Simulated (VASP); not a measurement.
Here is a VASP 6.6.1 calculation.

Contents of INCAR:

```
PREC     = Accurate       # precision mode
ENCUT    = 520            # plane-wave cutoff, eV
EDIFF    = 1E-7           # SCF threshold, eV
ISMEAR   = -1             # smearing method
SIGMA    = 0.1            # smearing width, eV
LREAL    = False          # projectors in reciprocal space
LASPH    = True           # aspherical terms in the spheres
NELM     = 60             # most SCF steps
ALGO     = Normal         # electronic algorithm
ISIF     = 2              # what is computed and relaxed
LWAVE    = False          # write WAVECAR
LCHARG   = False          # write CHGCAR
GGA      = PE             # functional
NBANDS   = 26             # bands
```

The input KPOINTS:

```
regular mesh
0
Gamma
  8 8 11
```

Contents of POSCAR:

```
In
1.0
    5.5229041568      0.0000000000      0.0000000000
   -2.7614520784      4.7829753024      0.0000000000
    0.0000000000      0.0000000000      3.4241541806
In
3
Direct
    0.0000000000      1.0000000000      0.0000000000
    0.3333333333      0.6666666667      0.5000000000
    0.6666666667      0.3333333333      0.5000000000
```

Potentials or basis: VASP PAW PBE potentials, release 64 (In_d).

Command:

```console
$ cat potpaw_PBE.64/In_d/POTCAR > POTCAR
$ mpirun -np 1 vasp_std > vasp.out
```

Q: Predict the pressure.

A: -2.0 GPa.

Stress tensor (GPa, compression positive):
```
-1.95  0.00  0.00
 0.00 -1.95  0.00
 0.00  0.00 -2.19
```
